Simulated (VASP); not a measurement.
# Pt (Fm-3m) in VASP: single point with r2SCAN

Aim: the single point of Pt with r2SCAN.

Program: VASP 6.6.1. These are calculated values, not measurements. Logs are shortened: lines on timing, memory, paths and dates and some standing lists are left out, and cuts for length are marked.

## (1) The cell of the first run

It takes space group Fm-3m (No. 225, cubic). Conventional cell: a = 3.888 Å, b = 3.888 Å, c = 3.888 Å, α = 90.00°, β = 90.00°, γ = 90.00°. Pt (site symmetry m-3m) has 12 Pt at 2.75 Å within 3.6 Å.

## (2) Single point, r2SCAN (14.69 Å³/atom)

Input file POSCAR:

```
Pt
1.0
    0.0000000000      1.9439438696      1.9439438696
    1.9439438696      0.0000000000      1.9439438696
    1.9439438696      1.9439438696      0.0000000000
Pt
1
Direct
    0.0000000000      0.0000000000      0.0000000000
```

Input file INCAR.step1:

```
SYSTEM = Pt
ALGO = Normal
EDIFF = 1E-5
ENCUT = 630
GGA = PE
GGA_COMPAT = .False.
ISMEAR = -1
LASPH = .True.
LCHARG = .False.
LREAL = .False.
LWAVE = .True.
NBANDS = 15
NELM = 120
PREC = Accurate
SIGMA = 0.1
```

Input file INCAR.step2:

```
SYSTEM = Pt
ALGO = Normal
EDIFF = 1E-6
ENCUT = 630
GGA_COMPAT = .False.
ISIF = 2
ISMEAR = -1
ISTART = 1
LASPH = .True.
LCHARG = .False.
LMIXTAU = .True.
LREAL = .False.
LWAVE = .False.
METAGGA = R2SCAN
NBANDS = 15
NELM = 120
PREC = Accurate
SIGMA = 0.1
```

Input file KPOINTS:

```
k-points
0
Gamma
  22 22 22
  0 0 0
```

Potentials or basis: VASP PAW PBE potentials, release 64 (Pt_sv_GW).

On the command line:

```sh
cat potpaw_PBE.64/Pt_sv_GW/POTCAR > POTCAR
cp INCAR.step1 INCAR
mpirun -np 1 vasp_std > vasp.out
cp INCAR.step2 INCAR
mpirun -np 1 vasp_std > vasp.out
```

OUTCAR:

```text
SYSTEM = Pt
   EDIFF = 1E-6
   ENCUT = 630
   ISIF = 2
   ISMEAR = -1
   ISTART = 1
   LASPH = .True.
   LREAL = .False.
   METAGGA = R2SCAN
   NELM = 120
   PREC = Accurate

 ion  position               nearest neighbor table
   1  0.000  0.000  0.000-

  LATTYP: Found a face centered cubic cell.
 ALAT       =     3.8878877392

  Lattice vectors:

 A1 = (   0.0000000000,   1.9439438696,   1.9439438696)
 A2 = (   1.9439438696,   0.0000000000,   1.9439438696)
 A3 = (   1.9439438696,   1.9439438696,   0.0000000000)

Analysis of symmetry for initial positions (statically):
=====================================================================
 Subroutine PRICEL returns:
 Original cell was already a primitive cell.

 Routine SETGRP: Setting up the symmetry group for a
 face centered cubic supercell.

 Subroutine GETGRP returns: Found 48 space group operations
 (whereof 48 operations were pure point group operations)
 out of a pool of 48 trial point group operations.

The static configuration has the point symmetry O_h .

Analysis of symmetry for dynamics (positions and initial velocities):
=====================================================================
 Subroutine PRICEL returns:
 Original cell was already a primitive cell.

 Routine SETGRP: Setting up the symmetry group for a
 face centered cubic supercell.

 Subroutine GETGRP returns: Found 48 space group operations
 (whereof 48 operations were pure point group operations)
 out of a pool of 48 trial point group operations.

The dynamic configuration has the point symmetry O_h .

 Subroutine INISYM returns: Found 48 space group operations
 (whereof 48 operations are pure point group operations),
 and found     1 'primitive' translations

----------------------------------------------------------------------------------------

                                     Primitive cell

  volume of cell :      14.6920

  direct lattice vectors                    reciprocal lattice vectors
     0.000000000  1.943943870  1.943943870    -0.257209073  0.257209073  0.257209073
     1.943943870  0.000000000  1.943943870     0.257209073 -0.257209073  0.257209073
     1.943943870  1.943943870  0.000000000     0.257209073  0.257209073 -0.257209073

  length of vectors
     2.749151785  2.749151785  2.749151785     0.445499182  0.445499182  0.445499182

  position of ions in fractional coordinates (direct lattice)
     0.000000000  0.000000000  0.000000000

  ion indices of the primitive-cell ions
   primitive index   ion index
                 1           1

----------------------------------------------------------------------------------------

 KPOINTS: k-points

Automatic generation of k-mesh.
 Grid dimensions read from file:
 generate k-points for:   22   22   22

 Generating k-lattice:

  Cartesian coordinates                     Fractional coordinates (reciprocal lattice)
    -0.011691321  0.011691321  0.011691321     0.045454545  0.000000000  0.000000000
     0.011691321 -0.011691321  0.011691321     0.000000000  0.045454545  0.000000000
     0.011691321  0.011691321 -0.011691321     0.000000000  0.000000000  0.045454545

  Length of vectors
     0.020249963  0.020249963  0.020249963

  Shift w.r.t. Gamma in fractional coordinates (k-lattice)
     0.000000000  0.000000000  0.000000000

 Subroutine IBZKPT returns following result:
 ===========================================

 Found    328 irreducible k-points:

 Following reciprocal coordinates:
            Coordinates               Weight
  0.000000  0.000000  0.000000      1.000000
  0.045455  0.000000  0.000000      8.000000
  0.090909  0.000000  0.000000      8.000000
  0.136364  0.000000  0.000000      8.000000
  0.181818  0.000000  0.000000      8.000000
  0.227273  0.000000  0.000000      8.000000
[... 16 lines left out ...]
  0.500000  0.045455  0.000000     24.000000
 -0.454545  0.045455  0.000000     24.000000
 [... further k-points ...]
   k-points           NKPTS =    328   k-points in BZ     NKDIM =    328   number of bands    NBANDS=     15
   number of dos      NEDOS =    301   number of ions     NIONS =      1
   total plane-waves  NPLWV =  13824
   dimension x,y,z NGX =    24 NGY =   24 NGZ =   24
   dimension x,y,z NGXF=    48 NGYF=   48 NGZF=   48
   ions per type =               1
   NGX,Y,Z   is equivalent  to a cutoff of  14.51, 14.51, 14.51 a.u.
   NGXF,Y,Z  is equivalent  to a cutoff of  29.03, 29.03, 29.03 a.u.
 SYSTEM =  Pt
   PREC   = accura    normal or accurate (medium, high low for compatibility)
   ISTART =      1    job   : 0-new  1-cont  2-samecut
   ICHARG =      0    charge: 1-file 2-atom 10-const
   ISPIN  =      1    spin polarized calculation?
   LNONCOLLINEAR =      F non collinear calculations
   LSORBIT =      F    spin-orbit coupling
   LASPH  =      T    aspherical Exc in radial PAW
   ENCUT  =  630.0 eV  46.30 Ry    6.80 a.u.   5.63  5.63  5.63*2*pi/ulx,y,z
   NELM   =    120;   NELMIN=  2; NELMDL=  0     # of ELM steps
   EDIFF  = 0.1E-05   stopping-criterion for ELM
   LREAL  =      F    real-space projection
   EDIFFG = 0.1E-04   stopping-criterion for IOM
   NSW    =      0    number of steps for IOM
   IBRION =     -1    ionic relax: 0-MD 1-quasi-New 2-CG
   NFREE  =      0    steps in history (QN), initial steepest desc. (CG)
   ISIF   =      2    stress and relaxation
   ISYM   =      2    0-nonsym 1-usesym 2-fastsym
   POTIM  = 0.5000    time-step for ionic-motion
   TEBEG  =    0.0;   TEEND  =   0.0 temperature during run
   PSTRESS=    0.0 pullay stress
   NELECT =      18.0000    total number of electrons
   NUPDOWN=      -1.0000    fix difference up-down
   EMIN   =  10.00;   EMAX   =-10.00  energy-range for DOS
   EFERMI =   0.00;   METHOD = LEGACY
   ISMEAR =    -1;   SIGMA  =   0.10  broadening in eV -4-tet -1-fermi 0-gaus
   EFERMI_NEDOS =   21; number of points for ismear=-14 and -15
   IALGO  =     38    algorithm
   IMIX   =      4    mixing-type and parameters
     AMIX     =   0.40;   BMIX     =  1.00
     AMIX_MAG =   1.60;   BMIX_MAG =  1.00
  volume/ion in A,a.u.               =      14.69        99.15
  Fermi-wavevector in a.u.,A,eV,Ry     =   1.751749  3.310326 41.751185  3.068626
  Thomas-Fermi vector in A             =   2.822214
   LORBIT       =      0    0 simple, 1 ext, 2 COOP (PROOUT), +10 PAW based schemes
   METAGGA = R2SCAN    functional components
   LHFCALC =     F    Hartree Fock is set to
   AEXX    =    0.0000 exact exchange contribution
   IVDW    =     0    specifies the selected vdW correction
   LEPSILON=     F    determine dielectric tensor
   LRPA    =     F    only Hartree local field effects (RPA)
 non-spin polarized calculation
  energy-cutoff  :      630.00
  volume of cell :       14.69
 maximum number of plane-waves:       544
   NGX = 11   NGY = 11   NGZ = 11

 number of electron      18.0000000 magnetization

 Free energy of the ion-electron system (eV)
  ---------------------------------------------------
  ext. energy  EPLUGINS =         0.00000000
  ---------------------------------------------------
  free energy    TOTEN  =       -51.42167554 eV

  energy without entropy =      -51.37255987  energy(sigma->0) =      -51.39711770

 E-fermi :  10.9742     XC(G=0): -15.4777

 val. band max:       10.9616215541   @ k =  -0.3182   0.3636   0.1818
 cond. band min:      10.9789743082   @ k =  -0.4545   0.2273   0.0455
 fundamental gap:      0.0173527541
 Fermi energy:        10.9742255126

 k-point     1 :       0.0000    0.0000    0.0000
  band No.  band energies     occupation
      1     -89.8148      2.00000
      2     -43.1431      2.00000
      3     -43.1431      2.00000
      4     -43.1431      2.00000
      5       0.2045      2.00000
      6       6.8889      2.00000
      7       6.8889      2.00000
      8       6.8889      2.00000
      9       9.1470      2.00000
     10       9.1470      2.00000
     11      26.2609      0.00000
     12      31.5758      0.00000
     13      31.5758      0.00000
     14      31.5758      0.00000
     15      37.6650      0.00000

 k-point     2 :       0.0455    0.0000    0.0000
  band No.  band energies     occupation
      1     -89.8139      2.00000
      2     -43.1548      2.00000
      3     -43.1448      2.00000
      4     -43.1448      2.00000
      5       0.2943      2.00000
      6       6.8478      2.00000
      7       6.9253      2.00000
      8       6.9253      2.00000
      9       9.1262      2.00000
     10       9.1262      2.00000
     11      26.4026      0.00000
     12      31.1220      0.00000
     13      31.7143      0.00000
     14      31.7143      0.00000
     15      38.1851      0.00000

 k-point     3 :       0.0909    0.0000    0.0000
  band No.  band energies     occupation
      1     -89.8114      2.00000
      2     -43.1887      2.00000
      3     -43.1496      2.00000
      4     -43.1496      2.00000
      5       0.5582      2.00000
      6       6.7368      2.00000
      7       7.0252      2.00000
      8       7.0252      2.00000
      9       9.0756      2.00000
     10       9.0756      2.00000
     11      26.8031      0.00000
     12      30.0689      0.00000
     13      32.1222      0.00000
     14      32.1222      0.00000
     15      39.1973      0.00000

 k-point     4 :       0.1364    0.0000    0.0000
  band No.  band energies     occupation
      1     -89.8074      2.00000
      2     -43.2418      2.00000
      3     -43.1572      2.00000
      4     -43.1572      2.00000
      5       0.9768      2.00000
      6       6.5918      2.00000
      7       7.1580      2.00000
      8       7.1580      2.00000
      9       9.0328      2.00000
     10       9.0328      2.00000
     11      27.3805      0.00000
     12      28.7906      0.00000
     13      32.7753      0.00000
     14      32.7753      0.00000
     15      38.6142      0.00000
[... 307 lines left out ...]
 k-point    22 :       0.4545    0.0455    0.0000
  band No.  band energies     occupation
      1     -89.7728      2.00000
      2     -43.6793      2.00000
      3     -43.2263      2.00000
      4     -43.2260      2.00000
      5       3.2063      2.00000
      6       6.7600      2.00000
      7       6.8964      2.00000
      8       9.3809      2.00000
      9      10.9477      1.13174
     10      11.2997      0.07431
     11      18.2896      0.00000
     12      26.2401      0.00000
     13      31.0510      0.00000
     14      31.4237      0.00000
     15      40.2872      0.00000

 k-point    23 :       0.5000    0.0455    0.0000
  band No.  band energies     occupation
      1     -89.7714      2.00000
      2     -43.6972      2.00000
      3     -43.2310      2.00000
      4     -43.2267      2.00000
      5       3.2001      2.00000
      6       6.7256      2.00000
      7       6.8477      2.00000
      8       9.8421      1.99998
      9      11.0069      0.83788
     10      11.7354      0.00099
     11      17.4075      0.00000
     12      26.0808      0.00000
     13      30.8837      0.00000
     14      30.9176      0.00000
     15      40.9801      0.00000

 k-point    24 :      -0.4545    0.0455    0.0000
  band No.  band energies     occupation
      1     -89.7716      2.00000
      2     -43.6935      2.00000
      3     -43.2326      2.00000
      4     -43.2240      2.00000
      5       3.2024      2.00000
      6       6.7427      2.00000
      7       6.8470      2.00000
      8       9.7829      1.99999
      9      10.8938      1.38176
     10      11.6964      0.00146
     11      17.6036      0.00000
     12      26.1127      0.00000
     13      30.7437      0.00000
     14      31.2013      0.00000
     15      40.7345      0.00000

 [... further k-points ...]
[... 5 lines left out ...]
  --------------------------------------------------------------------------------------
  -------------------------------------------------------------------------------------
  Total        1.0705989      1.0705989      1.0705989      0.0000000      0.0000000      0.0000000
  in kB      116.7498244    116.7498244    116.7498244      0.0000000      0.0000000      0.0000000
  external PRESSURE =     116.7498244 kB  Pullay stress =       0.0000000 kB

 VOLUME and BASIS-vectors are now :
 -----------------------------------------------------------------------------
  energy-cutoff  :      630.00
  volume of cell :       14.69
      direct lattice vectors                 reciprocal lattice vectors
     0.000000000  1.943943870  1.943943870    -0.257209073  0.257209073  0.257209073
     1.943943870  0.000000000  1.943943870     0.257209073 -0.257209073  0.257209073
     1.943943870  1.943943870  0.000000000     0.257209073  0.257209073 -0.257209073

 POSITION                                       TOTAL-FORCE (eV/Angst)
 -----------------------------------------------------------------------------------
      0.00000      0.00000      0.00000         0.000000      0.000000      0.000000
 -----------------------------------------------------------------------------------
    total drift:                                0.000000      0.000000     -0.000000

  FREE ENERGIE OF THE ION-ELECTRON SYSTEM (eV)
  ---------------------------------------------------
  free  energy   TOTEN  =       -51.4216755443 eV

  energy  without entropy=      -51.3725598652  energy(sigma->0) =      -51.39711770
```

Wall time 2.3 min (1 thread of Intel Xeon Platinum 8488C (Sapphire Rapids), shared host); peak memory 0.23 GiB.

Results:

| Item | Value |
| --- | --- |
| Free energy | -51.4217 eV |
| Pressure | 11.7 GPa |
| Band gap on the k mesh | zero (bands 9 and 10 overlap by 2.49 eV) |

Levels at points of the mesh, in eV from the Fermi level:
```
           k point  band 7  band 8  band 9  band 10  band 11  band 12
(0.00, 0.00, 0.00)   -4.09   -4.09   -1.83    -1.83    15.29    20.60
(0.50, 0.00, 0.00)   -4.19   -0.37    0.03     0.03     6.40    14.96
(0.50, 0.50, 0.00)   -0.06    0.55    0.55     1.93     9.68    12.11
```

Caveat: the cell stands under pressure; the PAW data sets were made with another functional, which shifts forces and pressure a little; spin-orbit coupling is left out, which moves the levels of the heavy elements.
